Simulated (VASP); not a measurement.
# Be (Pm-3m) in VASP: a series of runs

Runs on Be. Level: PBE. Tasks: single point.

Everything below comes from runs of VASP 6.6.1. Logs are shortened: lines on timing, memory, paths and dates and some standing lists are left out, and cuts for length are marked.

### 1 The cell of the first run

Symmetry: Pm-3m, No. 221, cubic system. The conventional cell has a = 2.143 Å, b = 2.143 Å, c = 2.143 Å, α = 90.00°, β = 90.00°, γ = 90.00°. Within 2.8 Å of Be (site symmetry m-3m) lie 6 Be at 2.14 Å.

### 2 Single point, PBE (volume scaled by 0.96)

The input, INCAR:

```
ALGO = Normal ; EDIFF = 1E-7
ENCUT = 520 ; GGA = PE
ISIF = 2 ; ISMEAR = -1
LASPH = T ; LCHARG = F
LREAL = F ; LWAVE = F
NBANDS = 7 ; NELM = 60
PREC = Accurate ; SIGMA = 0.1
```

The input, KPOINTS:

```
k-points
0
Gamma
  16 16 16
```

The input, POSCAR:

```
Be
1.0
    2.1434974849      0.0000000000      0.0000000000
    0.0000000000      2.1434974849      0.0000000000
    0.0000000000      0.0000000000      2.1434974849
Be
1
Direct
    0.0000000000      0.0000000000      0.0000000000
```

Potentials or basis: VASP PAW PBE potentials, release 64 (Be).

On the command line:

```bash
cat potpaw_PBE.64/Be/POTCAR > POTCAR
mpirun -np 1 vasp_std > vasp.out
```

OUTCAR:

```text
EDIFF = 1E-7
   ENCUT = 520
   GGA = PE
   ISIF = 2
   ISMEAR = -1
   LASPH = T
   LREAL = F
   NELM = 60
   PREC = Accurate

 ion  position               nearest neighbor table
   1  0.000  0.000  0.000-

  LATTYP: Found a simple cubic cell.
 ALAT       =     2.1434974849

  Lattice vectors:

 A1 = (   2.1434974849,   0.0000000000,   0.0000000000)
 A2 = (   0.0000000000,   2.1434974849,   0.0000000000)
 A3 = (   0.0000000000,   0.0000000000,   2.1434974849)

Analysis of symmetry for initial positions (statically):
=====================================================================
 Subroutine PRICEL returns:
 Original cell was already a primitive cell.

 Routine SETGRP: Setting up the symmetry group for a
 simple cubic supercell.

 Subroutine GETGRP returns: Found 48 space group operations
 (whereof 48 operations were pure point group operations)
 out of a pool of 48 trial point group operations.

The static configuration has the point symmetry O_h .

Analysis of symmetry for dynamics (positions and initial velocities):
=====================================================================
 Subroutine PRICEL returns:
 Original cell was already a primitive cell.

 Routine SETGRP: Setting up the symmetry group for a
 simple cubic supercell.

 Subroutine GETGRP returns: Found 48 space group operations
 (whereof 48 operations were pure point group operations)
 out of a pool of 48 trial point group operations.

The dynamic configuration has the point symmetry O_h .

 Subroutine INISYM returns: Found 48 space group operations
 (whereof 48 operations are pure point group operations),
 and found     1 'primitive' translations

----------------------------------------------------------------------------------------

                                     Primitive cell

  volume of cell :       9.8485

  direct lattice vectors                    reciprocal lattice vectors
     2.143497485  0.000000000  0.000000000     0.466527256  0.000000000  0.000000000
     0.000000000  2.143497485  0.000000000     0.000000000  0.466527256  0.000000000
     0.000000000  0.000000000  2.143497485     0.000000000  0.000000000  0.466527256

  length of vectors
     2.143497485  2.143497485  2.143497485     0.466527256  0.466527256  0.466527256

  position of ions in fractional coordinates (direct lattice)
     0.000000000  0.000000000  0.000000000

  ion indices of the primitive-cell ions
   primitive index   ion index
                 1           1

----------------------------------------------------------------------------------------

 KPOINTS: k-points

Automatic generation of k-mesh.
 Grid dimensions read from file:
 generate k-points for:   16   16   16

 Generating k-lattice:

  Cartesian coordinates                     Fractional coordinates (reciprocal lattice)
     0.029157954  0.000000000  0.000000000     0.062500000  0.000000000  0.000000000
     0.000000000  0.029157954  0.000000000     0.000000000  0.062500000  0.000000000
     0.000000000  0.000000000  0.029157954     0.000000000  0.000000000  0.062500000

  Length of vectors
     0.029157954  0.029157954  0.029157954

  Shift w.r.t. Gamma in fractional coordinates (k-lattice)
     0.000000000  0.000000000  0.000000000

 Subroutine IBZKPT returns following result:
 ===========================================

 Found    165 irreducible k-points:

 Following reciprocal coordinates:
            Coordinates               Weight
  0.000000  0.000000  0.000000      1.000000
  0.062500  0.000000  0.000000      6.000000
  0.125000  0.000000  0.000000      6.000000
  0.187500  0.000000  0.000000      6.000000
  0.250000  0.000000  0.000000      6.000000
  0.312500  0.000000  0.000000      6.000000
[... 16 lines left out ...]
  0.437500  0.125000  0.000000     24.000000
  0.500000  0.125000  0.000000     12.000000
 [... further k-points ...]
   k-points           NKPTS =    165   k-points in BZ     NKDIM =    165   number of bands    NBANDS=      7
   number of dos      NEDOS =    301   number of ions     NIONS =      1
   total plane-waves  NPLWV =   4096
   dimension x,y,z NGX =    16 NGY =   16 NGZ =   16
   dimension x,y,z NGXF=    32 NGYF=   32 NGZF=   32
   ions per type =               1
   NGX,Y,Z   is equivalent  to a cutoff of  12.41, 12.41, 12.41 a.u.
   NGXF,Y,Z  is equivalent  to a cutoff of  24.82, 24.82, 24.82 a.u.
 SYSTEM =  unknown system
   PREC   = accura    normal or accurate (medium, high low for compatibility)
   ISTART =      0    job   : 0-new  1-cont  2-samecut
   ICHARG =      2    charge: 1-file 2-atom 10-const
   ISPIN  =      1    spin polarized calculation?
   LNONCOLLINEAR =      F non collinear calculations
   LSORBIT =      F    spin-orbit coupling
   LASPH  =      T    aspherical Exc in radial PAW
   ENCUT  =  520.0 eV  38.22 Ry    6.18 a.u.   3.99  3.99  3.99*2*pi/ulx,y,z
   NELM   =     60;   NELMIN=  2; NELMDL= -5     # of ELM steps
   EDIFF  = 0.1E-06   stopping-criterion for ELM
   LREAL  =      F    real-space projection
   EDIFFG = 0.1E-05   stopping-criterion for IOM
   NSW    =      0    number of steps for IOM
   IBRION =     -1    ionic relax: 0-MD 1-quasi-New 2-CG
   NFREE  =      0    steps in history (QN), initial steepest desc. (CG)
   ISIF   =      2    stress and relaxation
   ISYM   =      2    0-nonsym 1-usesym 2-fastsym
   POTIM  = 0.5000    time-step for ionic-motion
   TEBEG  =    0.0;   TEEND  =   0.0 temperature during run
   PSTRESS=    0.0 pullay stress
   NELECT =       2.0000    total number of electrons
   NUPDOWN=      -1.0000    fix difference up-down
   EMIN   =  10.00;   EMAX   =-10.00  energy-range for DOS
   EFERMI =   0.00;   METHOD = LEGACY
   ISMEAR =    -1;   SIGMA  =   0.10  broadening in eV -4-tet -1-fermi 0-gaus
   EFERMI_NEDOS =   21; number of points for ismear=-14 and -15
   IALGO  =     38    algorithm
   IMIX   =      4    mixing-type and parameters
     AMIX     =   0.40;   BMIX     =  1.00
     AMIX_MAG =   1.60;   BMIX_MAG =  1.00
  volume/ion in A,a.u.               =       9.85        66.46
  Fermi-wavevector in a.u.,A,eV,Ry     =   0.962266  1.818419 12.598397  0.925956
  Thomas-Fermi vector in A             =   2.091710
   LORBIT       =      0    0 simple, 1 ext, 2 COOP (PROOUT), +10 PAW based schemes
   GGA     = PE    functional components
[... 5 lines left out ...]
 non-spin polarized calculation
  energy-cutoff  :      520.00
  volume of cell :        9.85
 maximum number of plane-waves:       282
 NGX is ok and might be reduce to    16
   NGX =  7   NGY =  7   NGZ =  7

 number of electron       2.0000000 magnetization

 Free energy of the ion-electron system (eV)
  ---------------------------------------------------
  ext. energy  EPLUGINS =         0.00000000
  ---------------------------------------------------
  free energy    TOTEN  =        -2.76572793 eV

  energy without entropy =       -2.75350311  energy(sigma->0) =       -2.75961552

 E-fermi :   5.0737     XC(G=0):  -9.8884

 val. band max:        5.0670629365   @ k =   0.4375   0.1875   0.1250
 cond. band min:       5.1196037238   @ k =   0.5000   0.3125   0.1250
 fundamental gap:      0.0525407873
 Fermi energy:         5.0737476986

 k-point     1 :       0.0000    0.0000    0.0000
  band No.  band energies     occupation
      1      -4.8214      2.00000
      2      19.0306      0.00000
      3      19.0306      0.00000
      4      19.0306      0.00000
      5      24.7458      0.00000
      6      24.7458      0.00000
      7      33.9014      0.00000

 k-point     2 :       0.0625    0.0000    0.0000
  band No.  band energies     occupation
      1      -4.7228      2.00000
      2      17.6422      0.00000
      3      19.1304      0.00000
      4      19.1304      0.00000
      5      24.8680      0.00000
      6      26.2721      0.00000
      7      33.8172      0.00000

 k-point     3 :       0.1250    0.0000    0.0000
  band No.  band energies     occupation
      1      -4.4276      2.00000
      2      15.1360      0.00000
      3      19.4256      0.00000
      4      19.4256      0.00000
      5      25.2337      0.00000
      6      29.0921      0.00000
      7      33.6645      0.00000

 k-point     4 :       0.1875    0.0000    0.0000
  band No.  band energies     occupation
      1      -3.9378      2.00000
      2      12.5499      0.00000
      3      19.9028      0.00000
      4      19.9028      0.00000
      5      25.8391      0.00000
      6      31.3823      0.00000
      7      34.2141      0.00000

 k-point     5 :       0.2500    0.0000    0.0000
  band No.  band energies     occupation
      1      -3.2580      2.00000
      2      10.0937      0.00000
      3      20.5343      0.00000
      4      20.5343      0.00000
      5      26.6758      0.00000
      6      31.6288      0.00000
      7      36.6866      0.00000
[... 161 lines left out ...]
 k-point    22 :       0.3750    0.1250    0.0000
  band No.  band energies     occupation
      1      -0.9693      2.00000
      2       6.0860      0.00008
      3      19.1198      0.00000
      4      22.3745      0.00000
      5      27.3270      0.00000
      6      31.6944      0.00000
      7      35.7842      0.00000

 k-point    23 :       0.4375    0.1250    0.0000
  band No.  band energies     occupation
      1       0.1037      2.00000
      2       4.4289      1.99684
      3      19.9515      0.00000
      4      22.9527      0.00000
      5      26.1378      0.00000
      6      32.7090      0.00000
      7      34.7332      0.00000

 k-point    24 :       0.5000    0.1250    0.0000
  band No.  band energies     occupation
      1       0.7265      2.00000
      2       3.6107      2.00000
      3      20.3291      0.00000
      4      23.1797      0.00000
      5      25.6344      0.00000
      6      33.5553      0.00000
      7      33.9060      0.00000

 [... further k-points ...]

------------------------ aborting loop because EDIFF is reached ----------------------------------------

  FORCE on cell =-STRESS in cart. coord.  units (eV):
  Direction    XX          YY          ZZ          XY          YZ          ZX
  --------------------------------------------------------------------------------------
  -------------------------------------------------------------------------------------
  Total        0.2177518      0.2177518      0.2177518      0.0000000     -0.0000000     -0.0000000
  in kB       35.4244773     35.4244773     35.4244773      0.0000000     -0.0000000     -0.0000000
  external PRESSURE =      35.4244773 kB  Pullay stress =       0.0000000 kB

 VOLUME and BASIS-vectors are now :
 -----------------------------------------------------------------------------
  energy-cutoff  :      520.00
  volume of cell :        9.85
      direct lattice vectors                 reciprocal lattice vectors
     2.143497485  0.000000000  0.000000000     0.466527256  0.000000000  0.000000000
     0.000000000  2.143497485  0.000000000     0.000000000  0.466527256  0.000000000
     0.000000000  0.000000000  2.143497485     0.000000000  0.000000000  0.466527256

 POSITION                                       TOTAL-FORCE (eV/Angst)
 -----------------------------------------------------------------------------------
      0.00000      0.00000      0.00000         0.000000      0.000000      0.000000
 -----------------------------------------------------------------------------------
    total drift:                               -0.000000     -0.000000     -0.000000

  FREE ENERGIE OF THE ION-ELECTRON SYSTEM (eV)
  ---------------------------------------------------
  free  energy   TOTEN  =        -2.7657279272 eV

  energy  without entropy=       -2.7535031061  energy(sigma->0) =       -2.75961552
```

Run time: 2.2 s. Hardware: 1 thread of Intel Xeon 6975P-C (Granite Rapids), shared host; peak memory 0.11 GiB.

What came out:

| Item | Value |
| --- | --- |
| Free energy | -2.7657 eV |
| Pressure | 3.5 GPa |
| Band gap on the k mesh | zero (band 1 reaches 10.62 eV, above the bottom of band 2 at 3.36 eV) |

Caveat: the cell differs from its parent crystal (volume scaled by 0.96).

### 3 Single point, PBE

This run uses another cell than the first one, of 10.26 Å³/atom, 1.042 times its volume.

The input, INCAR:

```
SYSTEM = Be
PREC = Accurate
ENCUT = 520
EDIFF = 1E-6
ISMEAR = -1
SIGMA = 0.1
LREAL = .False.
LASPH = .True.
NELM = 60
ALGO = Normal
ISIF = 2
LWAVE = .False.
LCHARG = .False.
GGA = PE
NBANDS = 7
```

The input, KPOINTS:

```
Automatic mesh
0
Gamma
  16 16 16
  0 0 0
```

The input, POSCAR:

```
Be
1.0
    2.1728641133      0.0000000000      0.0000000000
    0.0000000000      2.1728641133      0.0000000000
    0.0000000000      0.0000000000      2.1728641133
Be
1
Direct
    0.0000000000      0.0000000000      0.0000000000
```

Potentials or basis: VASP PAW PBE potentials, release 64 (Be).

On the command line:

```bash
cat potpaw_PBE.64/Be/POTCAR > POTCAR
mpirun -np 1 vasp_std > vasp.out
```

Run time: 2.1 s. Hardware: 1 thread of Intel Xeon 6975P-C (Granite Rapids), shared host; peak memory 0.12 GiB.

Results (log left out):

```yaml
Free_energy: -2.7704 eV
Pressure: 0.2 GPa
Band_gap_on_the_k_mesh: zero (band 1 reaches 10.16 eV, above the bottom of band 2 at 3.01 eV)
```

Levels at points of the mesh, in eV from the Fermi level:
```tsv
k point	band 1	band 2	band 3	band 4	band 5
(0.00, 0.00, 0.00)	-9.66	13.56	13.56	13.56	19.23
(0.50, 0.00, 0.00)	-4.62	-1.75	17.22	17.22	24.74
(0.50, 0.50, 0.00)	0.71	0.71	6.69	7.18	20.23
(0.50, 0.50, 0.50)	5.40	5.40	5.40	13.25	13.25
```

### 4 Single point, PBE (volume scaled by 1.04)

The input, INCAR:

```
ALGO = Normal ; EDIFF = 1E-6
ENCUT = 520 ; GGA = PE
ISIF = 2 ; ISMEAR = -1
LASPH = True ; LCHARG = False
LREAL = False ; LWAVE = False
NBANDS = 7 ; NELM = 60
PREC = Accurate ; SIGMA = 0.1
```

The input, KPOINTS:

```
k-points
0
Gamma
  16 16 16
```

The input, POSCAR:

```
Be
1.0
    2.2014577097      0.0000000000      0.0000000000
    0.0000000000      2.2014577097      0.0000000000
    0.0000000000      0.0000000000      2.2014577097
Be
1
Direct
    0.0000000000      0.0000000000      0.0000000000
```

On the command line:

```bash
cat potpaw_PBE.64/Be/POTCAR > POTCAR
mpirun -np 1 vasp_std > vasp.out
```

Wall time 2.2 s (1 thread of Intel Xeon 6975P-C (Granite Rapids), shared host); peak memory 0.11 GiB.

The run converged. Its results:

```
Free energy            : -2.7673 eV
Pressure               : -2.6 GPa
Band gap on the k mesh : zero (band 1 reaches 9.72 eV, above the bottom of band 2 at 2.68 eV)
```

Levels at points of the mesh, in eV from the Fermi level:
| k point | band 1 | band 2 | band 3 | band 4 |
| --- | --- | --- | --- | --- |
| (0.00, 0.00, 0.00) | -9.43 | 13.19 | 13.19 | 13.19 |
| (0.50, 0.00, 0.00) | -4.43 | -1.78 | 16.71 | 16.71 |
| (0.50, 0.50, 0.00) | 0.73 | 0.73 | 6.63 | 6.83 |
| (0.50, 0.50, 0.50) | 5.26 | 5.26 | 5.26 | 13.02 |

Caveat: the cell differs from its parent crystal (volume scaled by 1.04).

### 5 Summary

```csv
cell,gap on the mesh (eV),pressure (GPa)
"a = 2.143 Å, 1 atom",none,3.5
"a = 2.173 Å, 1 atom",none,0.2
"a = 2.201 Å, 1 atom",none,-2.6
```

Alike in all rows: task single point; level PBE; potentials or basis VASP PAW PBE potentials, release 64 (Be); no spin polarisation; k mesh 16 × 16 × 16; cutoff (eV) 520; smearing fermi-dirac 0.1 eV.

Absolute energies hang on the potentials; compare differences alone.
